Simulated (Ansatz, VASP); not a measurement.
## Ba in VASP and in Ansatz

```
Ba
1.0
     3.67897    0.00000    0.00000
    -1.83949    3.18608    0.00000
     0.00000    0.00000   12.01152
Ba
4
Direct
  0.00000 0.00000 0.00000
  0.00000 0.00000 0.50000
  0.33333 0.66667 0.25000
  0.66667 0.33333 0.75000
```

Change from the starting cell: volume scaled by 0.55, PAW files.

Alike in both runs: task single point; functional PBE; k mesh 8 × 8 × 2; occupations fermi-dirac, width 0.08 eV; no spin polarisation.

|  | VASP | Ansatz |
| --- | --- | --- |
| version | VASP 6.6.1 | Ansatz 0.2.0 |
| potentials or method | VASP PAW PBE potentials, release 64 (Ba_sv) | PAW with Ansatz's default frozen-core files, scalar-relativistic |
| plane-wave cutoff (eV) | 520 | 420 |
| valence electrons in the cell | 40 | 40 |

Ansatz gave:

- pressure (GPa): 9.3
- traceless stress, the component that is largest in VASP (GPa): -0.39

**Question.** Which values does VASP return?

**Answer.** Pressure (GPa): 10.5; traceless stress, the component that is largest in VASP (GPa): -0.37.

Spin-orbit coupling is off throughout.
